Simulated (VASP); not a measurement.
# Sb (Pm-3m) in VASP: a series of runs

Runs on Sb. Level: PBEsol. Tasks: single point, relaxation of cell and atoms.

Everything below comes from runs of VASP 6.6.1. Logs are shortened: lines on timing, memory, paths and dates and some standing lists are left out, and cuts for length are marked.

## (1) The cell of the first run

The structure is cubic, space group Pm-3m (No. 221). The conventional cell has a = 3.063 Å, b = 3.063 Å, c = 3.063 Å, α = 90.00°, β = 90.00°, γ = 90.00°. Within 4.0 Å of Sb (site symmetry m-3m) lie 6 Sb at 3.06 Å.

## (2) Single point, PBEsol

INCAR

```
SYSTEM = Sb
PREC = Accurate
ENCUT = 520
EDIFF = 1E-6
ISMEAR = -1
SIGMA = 0.15
LREAL = .FALSE.
LASPH = .TRUE.
NELM = 100
ALGO = Normal
ISIF = 2
LWAVE = .FALSE.
LCHARG = .FALSE.
GGA = PS
NBANDS = 8
```

KPOINTS

```
Automatic mesh
0
G
  14 14 14
  0 0 0
```

POSCAR

```
Sb
1.0
    3.0629207762      0.0000000000      0.0000000000
    0.0000000000      3.0629207762      0.0000000000
    0.0000000000      0.0000000000      3.0629207762
Sb
1
Direct
    0.0000000000      0.0000000000      0.0000000000
```

Potentials or basis: VASP PAW PBE potentials, release 64 (Sb).

Started as:

```console
$ cat potpaw_PBE.64/Sb/POTCAR > POTCAR
$ mpirun -np 1 vasp_std > vasp.out
```

OUTCAR:

```text
SYSTEM = Sb
   PREC = Accurate
   ENCUT = 520
   EDIFF = 1E-6
   ISMEAR = -1
   LREAL = .FALSE.
   LASPH = .TRUE.
   NELM = 100
   ISIF = 2
   GGA = PS

 ion  position               nearest neighbor table
   1  0.000  0.000  0.000-

  LATTYP: Found a simple cubic cell.
 ALAT       =     3.0629207762

  Lattice vectors:

 A1 = (   3.0629207762,   0.0000000000,   0.0000000000)
 A2 = (   0.0000000000,   3.0629207762,   0.0000000000)
 A3 = (   0.0000000000,   0.0000000000,   3.0629207762)

Analysis of symmetry for initial positions (statically):
=====================================================================
 Subroutine PRICEL returns:
 Original cell was already a primitive cell.

 Routine SETGRP: Setting up the symmetry group for a
 simple cubic supercell.

 Subroutine GETGRP returns: Found 48 space group operations
 (whereof 48 operations were pure point group operations)
 out of a pool of 48 trial point group operations.

The static configuration has the point symmetry O_h .

Analysis of symmetry for dynamics (positions and initial velocities):
=====================================================================
 Subroutine PRICEL returns:
 Original cell was already a primitive cell.

 Routine SETGRP: Setting up the symmetry group for a
 simple cubic supercell.

 Subroutine GETGRP returns: Found 48 space group operations
 (whereof 48 operations were pure point group operations)
 out of a pool of 48 trial point group operations.

The dynamic configuration has the point symmetry O_h .

 Subroutine INISYM returns: Found 48 space group operations
 (whereof 48 operations are pure point group operations),
 and found     1 'primitive' translations

----------------------------------------------------------------------------------------

                                     Primitive cell

  volume of cell :      28.7347

  direct lattice vectors                    reciprocal lattice vectors
     3.062920776  0.000000000  0.000000000     0.326485754  0.000000000  0.000000000
     0.000000000  3.062920776  0.000000000     0.000000000  0.326485754  0.000000000
     0.000000000  0.000000000  3.062920776     0.000000000  0.000000000  0.326485754

  length of vectors
     3.062920776  3.062920776  3.062920776     0.326485754  0.326485754  0.326485754

  position of ions in fractional coordinates (direct lattice)
     0.000000000  0.000000000  0.000000000

  ion indices of the primitive-cell ions
   primitive index   ion index
                 1           1

----------------------------------------------------------------------------------------

 KPOINTS: Automatic mesh

Automatic generation of k-mesh.
 Grid dimensions read from file:
 generate k-points for:   14   14   14

 Generating k-lattice:

  Cartesian coordinates                     Fractional coordinates (reciprocal lattice)
     0.023320411  0.000000000  0.000000000     0.071428571  0.000000000  0.000000000
     0.000000000  0.023320411  0.000000000     0.000000000  0.071428571  0.000000000
     0.000000000  0.000000000  0.023320411     0.000000000  0.000000000  0.071428571

  Length of vectors
     0.023320411  0.023320411  0.023320411

  Shift w.r.t. Gamma in fractional coordinates (k-lattice)
     0.000000000  0.000000000  0.000000000

 Subroutine IBZKPT returns following result:
 ===========================================

 Found    120 irreducible k-points:

 Following reciprocal coordinates:
            Coordinates               Weight
  0.000000  0.000000  0.000000      1.000000
  0.071429  0.000000  0.000000      6.000000
  0.142857  0.000000  0.000000      6.000000
  0.214286  0.000000  0.000000      6.000000
  0.285714  0.000000  0.000000      6.000000
  0.357143  0.000000  0.000000      6.000000
[... 16 lines left out ...]
  0.285714  0.214286  0.000000     24.000000
  0.357143  0.214286  0.000000     24.000000
 [... further k-points ...]
   k-points           NKPTS =    120   k-points in BZ     NKDIM =    120   number of bands    NBANDS=      8
   number of dos      NEDOS =    301   number of ions     NIONS =      1
   total plane-waves  NPLWV =  13824
   dimension x,y,z NGX =    24 NGY =   24 NGZ =   24
   dimension x,y,z NGXF=    48 NGYF=   48 NGZF=   48
   ions per type =               1
   NGX,Y,Z   is equivalent  to a cutoff of  13.03, 13.03, 13.03 a.u.
   NGXF,Y,Z  is equivalent  to a cutoff of  26.05, 26.05, 26.05 a.u.
 SYSTEM =  Sb
   PREC   = accura    normal or accurate (medium, high low for compatibility)
   ISTART =      0    job   : 0-new  1-cont  2-samecut
   ICHARG =      2    charge: 1-file 2-atom 10-const
   ISPIN  =      1    spin polarized calculation?
   LNONCOLLINEAR =      F non collinear calculations
   LSORBIT =      F    spin-orbit coupling
   LASPH  =      T    aspherical Exc in radial PAW
   ENCUT  =  520.0 eV  38.22 Ry    6.18 a.u.   5.70  5.70  5.70*2*pi/ulx,y,z
   NELM   =    100;   NELMIN=  2; NELMDL= -5     # of ELM steps
   EDIFF  = 0.1E-05   stopping-criterion for ELM
   LREAL  =      F    real-space projection
   EDIFFG = 0.1E-04   stopping-criterion for IOM
   NSW    =      0    number of steps for IOM
   IBRION =     -1    ionic relax: 0-MD 1-quasi-New 2-CG
   NFREE  =      0    steps in history (QN), initial steepest desc. (CG)
   ISIF   =      2    stress and relaxation
   ISYM   =      2    0-nonsym 1-usesym 2-fastsym
   POTIM  = 0.5000    time-step for ionic-motion
   TEBEG  =    0.0;   TEEND  =   0.0 temperature during run
   PSTRESS=    0.0 pullay stress
   NELECT =       5.0000    total number of electrons
   NUPDOWN=      -1.0000    fix difference up-down
   EMIN   =  10.00;   EMAX   =-10.00  energy-range for DOS
   EFERMI =   0.00;   METHOD = LEGACY
   ISMEAR =    -1;   SIGMA  =   0.15  broadening in eV -4-tet -1-fermi 0-gaus
   EFERMI_NEDOS =   21; number of points for ismear=-14 and -15
   IALGO  =     38    algorithm
   IMIX   =      4    mixing-type and parameters
     AMIX     =   0.40;   BMIX     =  1.00
     AMIX_MAG =   1.60;   BMIX_MAG =  1.00
  volume/ion in A,a.u.               =      28.73       193.91
  Fermi-wavevector in a.u.,A,eV,Ry     =   0.913964  1.727141 11.365356  0.835330
  Thomas-Fermi vector in A             =   2.038536
   LORBIT       =      0    0 simple, 1 ext, 2 COOP (PROOUT), +10 PAW based schemes
   GGA     = PS    functional components
   LHFCALC =     F    Hartree Fock is set to
   AEXX    =    0.0000 exact exchange contribution
   IVDW    =     0    specifies the selected vdW correction
   LEPSILON=     F    determine dielectric tensor
   LRPA    =     F    only Hartree local field effects (RPA)
 non-spin polarized calculation
  energy-cutoff  :      520.00
  volume of cell :       28.73
 maximum number of plane-waves:       804
 NGX is ok and might be reduce to    24
   NGX = 11   NGY = 11   NGZ = 11

 number of electron       4.9999999 magnetization

 Free energy of the ion-electron system (eV)
  ---------------------------------------------------
  ext. energy  EPLUGINS =         0.00000000
  ---------------------------------------------------
  free energy    TOTEN  =        -4.55603391 eV

  energy without entropy =       -4.51994860  energy(sigma->0) =       -4.53799125

 E-fermi :   7.4242     XC(G=0):  -9.9113

 val. band max:        7.3985562666   @ k =   0.2857   0.2143   0.0000
 cond. band min:       7.4524688704   @ k =   0.5000   0.2857   0.2143
 fundamental gap:      0.0539126038
 Fermi energy:         7.4241839447

 k-point     1 :       0.0000    0.0000    0.0000
  band No.  band energies     occupation
      1      -5.2288      2.00000
      2      10.8218      0.00000
      3      10.8218      0.00000
      4      10.8218      0.00000
      5      14.4550      0.00000
      6      14.4550      0.00000
      7      15.8334      0.00000
      8      25.4123      0.00000

 k-point     2 :       0.0714    0.0000    0.0000
  band No.  band energies     occupation
      1      -5.1518      2.00000
      2       9.8313      0.00000
      3      10.8988      0.00000
      4      10.8988      0.00000
      5      14.5150      0.00000
      6      15.0508      0.00000
      7      16.3899      0.00000
      8      24.7004      0.00000

 k-point     3 :       0.1429    0.0000    0.0000
  band No.  band energies     occupation
      1      -4.9226      2.00000
      2       8.0546      0.02946
      3      11.1241      0.00000
      4      11.1241      0.00000
      5      14.6943      0.00000
      6      15.5002      0.00000
      7      18.1904      0.00000
      8      23.4900      0.00000

 k-point     4 :       0.2143    0.0000    0.0000
  band No.  band energies     occupation
      1      -4.5482      2.00000
      2       6.2384      1.99926
      3      11.4797      0.00000
      4      11.4797      0.00000
      5      14.9898      0.00000
      6      15.8749      0.00000
      7      20.3490      0.00000
      8      22.2335      0.00000

 k-point     5 :       0.2857    0.0000    0.0000
  band No.  band energies     occupation
      1      -4.0465      2.00000
      2       4.5574      2.00000
      3      11.9294      0.00000
      4      11.9294      0.00000
      5      15.3937      0.00000
      6      16.3444      0.00000
      7      21.0480      0.00000
      8      21.0480      0.00000

 k-point     6 :       0.3571    0.0000    0.0000
  band No.  band energies     occupation
      1      -3.4627      2.00000
      2       3.1083      2.00000
      3      12.4074      0.00000
      4      12.4074      0.00000
      5      15.8829      0.00000
      6      16.9321      0.00000
      7      20.0299      0.00000
      8      20.0299      0.00000

 k-point     7 :       0.4286    0.0000    0.0000
  band No.  band energies     occupation
      1      -2.9150      2.00000
      2       2.0336      2.00000
      3      12.8007      0.00000
      4      12.8007      0.00000
      5      16.3810      0.00000
      6      17.6132      0.00000
      7      19.3074      0.00000
      8      19.3075      0.00000

 k-point     8 :       0.5000    0.0000    0.0000
  band No.  band energies     occupation
      1      -2.6643      2.00000
      2       1.6059      2.00000
      3      12.9591      0.00000
      4      12.9591      0.00000
      5      16.6372      0.00000
      6      18.0857      0.00000
      7      18.9612      0.00000
      8      19.0385      0.00000

 k-point     9 :       0.0714    0.0714    0.0000
  band No.  band energies     occupation
      1      -5.0747      2.00000
      2       9.8342      0.00000
      3       9.9836      0.00000
      4      10.9758      0.00000
      5      14.8165      0.00000
      6      15.6498      0.00000
      7      16.6937      0.00000
      8      23.7706      0.00000

 k-point    10 :       0.1429    0.0714    0.0000
  band No.  band energies     occupation
      1      -4.8455      2.00000
      2       8.1267      0.01833
      3      10.1396      0.00000
      4      11.2013      0.00000
      5      15.0456      0.00000
      6      16.2568      0.00000
      7      18.2564      0.00000
      8      22.3754      0.00000
[... 78 lines left out ...]
 k-point    18 :       0.2857    0.1429    0.0000
  band No.  band energies     occupation
      1      -3.7392      2.00000
      2       4.8500      2.00000
      3       9.1958      0.00001
      4      12.2362      0.00000
      5      16.0179      0.00000
      6      17.3558      0.00000
      7      19.3755      0.00000
      8      21.2685      0.00000

 k-point    19 :       0.3571    0.1429    0.0000
  band No.  band energies     occupation
      1      -3.1543      2.00000
      2       3.4014      2.00000
      3       9.7155      0.00000
      4      12.7167      0.00000
      5      16.0122      0.00000
      6      16.8292      0.00000
      7      19.5999      0.00000
      8      20.2561      0.00000

 k-point    20 :       0.4286    0.1429    0.0000
  band No.  band energies     occupation
      1      -2.6048      2.00000
      2       2.3254      2.00000
      3      10.1741      0.00000
      4      13.1127      0.00000
      5      15.2920      0.00000
      6      17.3403      0.00000
      7      19.2791      0.00000
      8      19.5357      0.00000

 k-point    21 :       0.5000    0.1429    0.0000
  band No.  band energies     occupation
      1      -2.3529      2.00000
      2       1.8967      2.00000
      3      10.3711      0.00000
      4      13.2725      0.00000
      5      14.9791      0.00000
      6      17.7463      0.00000
      7      18.8453      0.00000
      8      19.2671      0.00000

 k-point    22 :       0.2143    0.2143    0.0000
  band No.  band energies     occupation
      1      -3.8663      2.00000
      2       6.6836      1.98576
      3       7.1211      1.76591
      4      12.1431      0.00000
      5      15.8868      0.00000
      6      17.3626      0.00000
      7      20.4001      0.00000
      8      21.5075      0.00000

 k-point    23 :       0.2857    0.2143    0.0000
  band No.  band energies     occupation
      1      -3.3630      2.00000
      2       5.1930      2.00000
      3       7.3986      1.08522
      4      12.5970      0.00000
      5      15.6102      0.00000
      6      16.6839      0.00000
      7      21.0649      0.00000
      8      21.5347      0.00000

 k-point    24 :       0.3571    0.2143    0.0000
  band No.  band energies     occupation
      1      -2.7761      2.00000
      2       3.7507      2.00000
      3       7.9121      0.07446
      4      13.0802      0.00000
      5      14.5246      0.00000
      6      17.1084      0.00000
      7      20.5310      0.00000
      8      20.6664      0.00000

 [... further k-points ...]
[... 5 lines left out ...]
  --------------------------------------------------------------------------------------
  -------------------------------------------------------------------------------------
  Total        0.0206688      0.0206688      0.0206688     -0.0000000     -0.0000000      0.0000000
  in kB        1.1524396      1.1524396      1.1524396     -0.0000000     -0.0000000      0.0000000
  external PRESSURE =       1.1524396 kB  Pullay stress =       0.0000000 kB

 VOLUME and BASIS-vectors are now :
 -----------------------------------------------------------------------------
  energy-cutoff  :      520.00
  volume of cell :       28.73
      direct lattice vectors                 reciprocal lattice vectors
     3.062920776  0.000000000  0.000000000     0.326485754  0.000000000  0.000000000
     0.000000000  3.062920776  0.000000000     0.000000000  0.326485754  0.000000000
     0.000000000  0.000000000  3.062920776     0.000000000  0.000000000  0.326485754

 POSITION                                       TOTAL-FORCE (eV/Angst)
 -----------------------------------------------------------------------------------
      0.00000      0.00000      0.00000         0.000000      0.000000      0.000000
 -----------------------------------------------------------------------------------
    total drift:                                0.000000      0.000000      0.000000

  FREE ENERGIE OF THE ION-ELECTRON SYSTEM (eV)
  ---------------------------------------------------
  free  energy   TOTEN  =        -4.5560339114 eV

  energy  without entropy=       -4.5199485985  energy(sigma->0) =       -4.53799125
```

Run time: 16 s. Hardware: 1 thread of AMD EPYC 7R43 (Zen 3), shared host; peak memory 0.12 GiB.

What came out:

* Free energy: -4.5560 eV
* Pressure: 0.1 GPa

Caveat: the PAW data sets were made with another functional, which shifts forces and pressure a little; spin-orbit coupling is left out, which moves the levels of the heavy elements.

## (3) Relaxation of cell and atoms, PBEsol

INCAR

```
SYSTEM = Sb
ALGO = Normal
EDIFF = 1E-6
EDIFFG = -0.001
ENCUT = 600
GGA = PS
IBRION = 2
ISIF = 3
ISMEAR = -1
LASPH = .TRUE.
LCHARG = .FALSE.
LREAL = .FALSE.
LWAVE = .FALSE.
NELM = 80
NSW = 80
PREC = Accurate
SIGMA = 0.15
```

KPOINTS

```
k-points
0
G
  14 14 14
  0 0 0
```

POSCAR

```
Sb
1.0
    3.0616480556      0.0000000000      0.0000000000
    0.0000000000      3.0616480556      0.0000000000
    0.0000000000      0.0000000000      3.0616480556
Sb
1
Direct
    0.0000000000      0.0000000000      0.0000000000
```

Potentials or basis: VASP PAW PBE potentials, release 64 (Sb).

Started as:

```console
$ cat potpaw_PBE.64/Sb/POTCAR > POTCAR
$ mpirun -np 1 vasp_std > vasp.out
```

It took 23 s on 1 thread of AMD EPYC 7R43 (Zen 3), shared host; peak memory 0.13 GiB.

The run converged. Its results:

```
Free energy                            : -4.5561 eV
Relaxed volume                         : 28.78 Å³/atom
Relaxed cell                           : a = 3.065 Å, b = 3.065 Å, c = 3.065 Å, α = 90.00°, β = 90.00°, γ = 90.00°
Space group after relaxing (to 0.05 Å) : Pm-3m (No. 221)
Energy gained by relaxing              : 0.0 meV/atom
Ionic steps                            : 3
Pressure after relaxing                : 0.0 GPa
```

Final structure:
```cif
data_structure
_symmetry_space_group_name_H-M 'P 1'
_symmetry_Int_Tables_number 1
_cell_length_a 3.0646
_cell_length_b 3.0646
_cell_length_c 3.0646
_cell_angle_alpha 90.000
_cell_angle_beta 90.000
_cell_angle_gamma 90.000
_cell_volume 28.78
loop_
_atom_site_label
_atom_site_type_symbol
_atom_site_fract_x
_atom_site_fract_y
_atom_site_fract_z
_atom_site_occupancy
Sb1 Sb 0.00000 0.00000 0.00000 1
```

Levels at points of the mesh, in eV from the Fermi level:
```
           k point  band 1  band 2  band 3  band 4  band 5  band 6
(0.00, 0.00, 0.00)  -12.64    3.39    3.39    3.39    7.03    7.03
(0.50, 0.00, 0.00)  -10.08   -5.81    5.53    5.53    9.21   10.66
(0.50, 0.50, 0.00)   -7.35   -3.66   -3.66    2.03    7.71   13.23
(0.50, 0.50, 0.50)   -4.29   -1.64   -1.64   -1.64    4.80    4.80
```

Caveat: the PAW data sets were made with another functional, which shifts forces and pressure a little; spin-orbit coupling is left out, which moves the levels of the heavy elements.
